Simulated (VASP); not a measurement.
The system is AsHF.

```
H As F
1.0
     5.34916    0.00000    0.00000
     0.00000    5.34916    0.00000
     0.00000    0.00000    2.31861
H As F
1 1 1
Direct
  0.00000 0.00000 0.00000
  0.50000 0.50000 0.50000
  0.00000 0.00000 0.50000
```

The cell was built from a structure type or drawn by symmetry, and may not be a known phase.

| Property | Result |
| --- | --- |
| Program | VASP 6.6.1 |
| Task | relaxation of cell and atoms |
| Functional | PBE |
| Potentials or basis | VASP PAW PBE potentials, release 64 (H, As, F) |
| Cutoff | 600 eV |
| k mesh | 10 × 10 × 20 |
| Occupations | gaussian, width 0.1 eV |
| Spin | no spin polarisation |

At the start: pressure -0.3 GPa; volume 22.11 Å³/atom.

Task: How do energy, volume and symmetry change on relaxing?

Result: Over 11 steps the energy falls by 2.7 meV/atom and the volume is 24.86 Å³/atom (+12.4 %); space group P4/mmm (No. 123, to 0.1 Å) before and after.

Step by step:
| step | energy change (eV) | largest force (eV/Å) | pressure (GPa) | volume (Å³) |
| --- | --- | --- | --- | --- |
| 1 | 0.0000 | 0.0000 | -0.33 | 66.34 |
| 2 | 0.0008 | 0.0000 | 0.91 | 65.90 |
| 3 | -0.0017 | 0.0000 | 0.22 | 66.14 |
| 4 | -0.0021 | 0.0000 | 0.20 | 66.37 |
| 5 | -0.0032 | 0.0000 | 0.18 | 67.07 |
| 6 | -0.0050 | 0.0000 | 0.11 | 68.49 |
| 7 | -0.0073 | 0.0000 | 0.01 | 71.36 |
| 8 | -0.0076 | 0.0000 | -0.16 | 77.28 |
| 9 | -0.0081 | 0.0000 | -0.08 | 74.56 |
| 10 | 0.0036 | 0.0000 | 1.34 | 75.00 |
| 11 | -0.0082 | 0.0000 | 0.00 | 74.59 |

Final structure:
```
H As F
1.0
     5.68460    0.00000    0.00000
     0.00000    5.68460    0.00000
     0.00000    0.00000    2.30810
H As F
1 1 1
Direct
  0.00000 0.00000 0.00000
  0.50000 0.50000 0.50000
  0.00000 0.00000 0.50000
```

Caveat: an odd number of electrons without spin polarisation forces a metal; a magnetic or distorted state may lie lower.
